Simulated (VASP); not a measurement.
# Ga (C2/c) in VASP: single point with LDA

Aim: the single point of Ga with LDA.

Program: VASP 6.6.1. These are calculated values, not measurements. Logs are shortened: lines on timing, memory, paths and dates and some standing lists are left out, and cuts for length are marked.

## 1. The cell of the first run

The structure is monoclinic, space group C2/c (No. 15). The conventional cell has a = 2.709 Å, b = 7.813 Å, c = 3.283 Å, α = 90.00°, β = 93.38°, γ = 90.00°. Within 3.5 Å of Ga (site symmetry 2) lie 10 Ga at 2.66 to 3.28 Å.

## 2. Single point, LDA

The input, INCAR:

```
  PREC = Accurate
  ENCUT = 520
  EDIFF = 1E-6
  ISMEAR = -1
  SIGMA = 0.15
  LREAL = F
  LASPH = T
  NELM = 60
  ALGO = Fast
  ISIF = 2
  LWAVE = F
  LCHARG = F
  NBANDS = 20
```

The input, KPOINTS:

```
Automatic mesh
0
Gamma
  16 16 12
```

The input, POSCAR:

```
Ga
1.0
    1.3542735558     -3.9065382144     -0.0163361330
    1.3542735558      3.9065382144     -0.0163361330
   -0.1542549575      0.0000000000      3.2790070093
Ga
2
Direct
    0.8663199157      0.1336800843      0.2500000000
    0.1336800843      0.8663199157      0.7500000000
```

Potentials or basis: VASP PAW LDA potentials, release 64 (Ga_d).

The run is started by

```console
$ cat potpaw_LDA.64/Ga_d/POTCAR > POTCAR
$ mpirun -np 1 vasp_std > vasp.out
```

OUTCAR:

```text
PREC = Accurate
   ENCUT = 520
   EDIFF = 1E-6
   ISMEAR = -1
   LREAL = F
   LASPH = T
   NELM = 60
   ISIF = 2

 ion  position               nearest neighbor table
   1  0.866  0.134  0.250-   2 2.66   2 2.66   2 2.75   2 2.75   2 2.85   2 2.85
   2  0.134  0.866  0.750-   1 2.66   1 2.66   1 2.75   1 2.75   1 2.85   1 2.85

  LATTYP: Found a base centered monoclinic cell.
 ALAT       =     2.7087441615
 B/A-ratio  =     2.8843906854
 C/A-ratio  =     1.2118654000
 COS(beta)  =    -0.0590362571

  Lattice vectors:

 A1 = (   1.3542735558,  -3.9065382144,  -0.0163361330)
 A2 = (   1.3542735558,   3.9065382144,  -0.0163361330)
 A3 = (  -0.1542549575,   0.0000000000,   3.2790070093)

Analysis of symmetry for initial positions (statically):
=====================================================================
 Subroutine PRICEL returns:
 Original cell was already a primitive cell.

 Routine SETGRP: Setting up the symmetry group for a
 base centered monoclinic supercell.

 Subroutine GETGRP returns: Found  4 space group operations
 (whereof  2 operations were pure point group operations)
 out of a pool of  4 trial point group operations.

The static configuration has the point symmetry S_2 .
 The point group associated with its full space group is C_2h.

Analysis of symmetry for dynamics (positions and initial velocities):
=====================================================================
 Subroutine PRICEL returns:
 Original cell was already a primitive cell.

 Routine SETGRP: Setting up the symmetry group for a
 base centered monoclinic supercell.

 Subroutine GETGRP returns: Found  4 space group operations
 (whereof  2 operations were pure point group operations)
 out of a pool of  4 trial point group operations.

The dynamic configuration has the point symmetry S_2 .
 The point group associated with its full space group is C_2h.

 Subroutine INISYM returns: Found  4 space group operations
 (whereof  2 operations are pure point group operations),
 and found     1 'primitive' translations

----------------------------------------------------------------------------------------

                                     Primitive cell

  volume of cell :      34.6756

[... 73 lines left out ...]
   dimension x,y,z NGX =    32 NGY =   32 NGZ =   24
   dimension x,y,z NGXF=    64 NGYF=   64 NGZF=   48
   ions per type =               2
   NGX,Y,Z   is equivalent  to a cutoff of  12.87, 12.87, 12.15 a.u.
   NGXF,Y,Z  is equivalent  to a cutoff of  25.73, 25.73, 24.31 a.u.
 SYSTEM =  unknown system
   PREC   = accura    normal or accurate (medium, high low for compatibility)
   ISTART =      0    job   : 0-new  1-cont  2-samecut
   ICHARG =      2    charge: 1-file 2-atom 10-const
   ISPIN  =      1    spin polarized calculation?
   LNONCOLLINEAR =      F non collinear calculations
   LSORBIT =      F    spin-orbit coupling
   LASPH  =      T    aspherical Exc in radial PAW
   ENCUT  =  520.0 eV  38.22 Ry    6.18 a.u.   7.69  7.69  6.10*2*pi/ulx,y,z
   NELM   =     60;   NELMIN=  2; NELMDL= -5     # of ELM steps
   EDIFF  = 0.1E-05   stopping-criterion for ELM
   LREAL  =      F    real-space projection
[... 7 lines left out ...]
   TEBEG  =    0.0;   TEEND  =   0.0 temperature during run
   PSTRESS=    0.0 pullay stress
   NELECT =      26.0000    total number of electrons
   NUPDOWN=      -1.0000    fix difference up-down
   EMIN   =  10.00;   EMAX   =-10.00  energy-range for DOS
   EFERMI =   0.00;   METHOD = LEGACY
   ISMEAR =    -1;   SIGMA  =   0.15  broadening in eV -4-tet -1-fermi 0-gaus
   EFERMI_NEDOS =   21; number of points for ismear=-14 and -15
   IALGO  =     68    algorithm
   IMIX   =      4    mixing-type and parameters
     AMIX     =   0.40;   BMIX     =  1.00
     AMIX_MAG =   1.60;   BMIX_MAG =  1.00
  volume/ion in A,a.u.               =      17.34       117.00
  Fermi-wavevector in a.u.,A,eV,Ry     =   1.487275  2.810542 30.095896  2.211986
  Thomas-Fermi vector in A             =   2.600456
   LORBIT       =      0    0 simple, 1 ext, 2 COOP (PROOUT), +10 PAW based schemes
   GGA     = CA    functional components
   LHFCALC =     F    Hartree Fock is set to
   AEXX    =    0.0000 exact exchange contribution
   IVDW    =     0    specifies the selected vdW correction
   LEPSILON=     F    determine dielectric tensor
   LRPA    =     F    only Hartree local field effects (RPA)
 non-spin polarized calculation
 RMM-DIIS sequential band-by-band and
  energy-cutoff  :      520.00
  volume of cell :       34.68
 maximum number of plane-waves:       954
   NGX = 15   NGY = 15   NGZ = 13

 number of electron      26.0000006 magnetization

 Free energy of the ion-electron system (eV)
  ---------------------------------------------------
  ext. energy  EPLUGINS =         0.00000000
  ---------------------------------------------------
  free energy    TOTEN  =        -7.19363197 eV

  energy without entropy =       -7.14471493  energy(sigma->0) =       -7.16917345

 E-fermi :   6.0722     XC(G=0): -11.7175

 val. band max:        6.0712127702   @ k =  -0.2500  -0.0000   0.1667
 cond. band min:       6.0741690012   @ k =  -0.1875  -0.3750   0.3333
 fundamental gap:      0.0029562310
 Fermi energy:         6.0721617616

 k-point     1 :       0.0000    0.0000    0.0000
  band No.  band energies     occupation
      1      -9.2977      2.00000
      2      -9.2953      2.00000
      3      -9.2341      2.00000
      4      -9.2326      2.00000
      5      -8.9105      2.00000
      6      -8.9090      2.00000
[... 541 lines left out ...]
     19      17.4217      0.00000
     20      19.2210      0.00000

 [... further k-points ...]

------------------------ aborting loop because EDIFF is reached ----------------------------------------

  FORCE on cell =-STRESS in cart. coord.  units (eV):
  Direction    XX          YY          ZZ          XY          YZ          ZX
  --------------------------------------------------------------------------------------
  -------------------------------------------------------------------------------------
  Total        0.0443717      0.0434284      0.0362730      0.0000000      0.0000000     -0.0005558
  in kB        2.0501831      2.0065965      1.6759841      0.0000000      0.0000000     -0.0256790
  external PRESSURE =       1.9109212 kB  Pullay stress =       0.0000000 kB

 VOLUME and BASIS-vectors are now :
 -----------------------------------------------------------------------------
  energy-cutoff  :      520.00
  volume of cell :       34.68
      direct lattice vectors                 reciprocal lattice vectors
     1.354273556 -3.906538214 -0.016336133     0.369411255 -0.127990556  0.017378285
     1.354273556  3.906538214 -0.016336133     0.369411255  0.127990556  0.017378285
    -0.154254958  0.000000000  3.279007009     0.003680841  0.000000000  0.305143534

 POSITION                                       TOTAL-FORCE (eV/Angst)
 -----------------------------------------------------------------------------------
      1.31571     -2.86209      0.80342         0.000000      0.000711      0.000000
      1.23858      2.86209      2.44292        -0.000000     -0.000711     -0.000000
 -----------------------------------------------------------------------------------
    total drift:                                0.000000     -0.000000      0.000000

  FREE ENERGIE OF THE ION-ELECTRON SYSTEM (eV)
  ---------------------------------------------------
  free  energy   TOTEN  =        -7.1936319664 eV

  energy  without entropy=       -7.1447149314  energy(sigma->0) =       -7.16917345
```

Run time: 6.9 min. Hardware: 1 thread of Intel Xeon 8259CL, shared host; peak memory 0.52 GiB.

What came out:

| Property | Result |
| --- | --- |
| Free energy | -7.1936 eV |
| Pressure | 0.2 GPa |
| Band gap on the k mesh | zero (bands 13 and 14 overlap by 8.76 eV) |
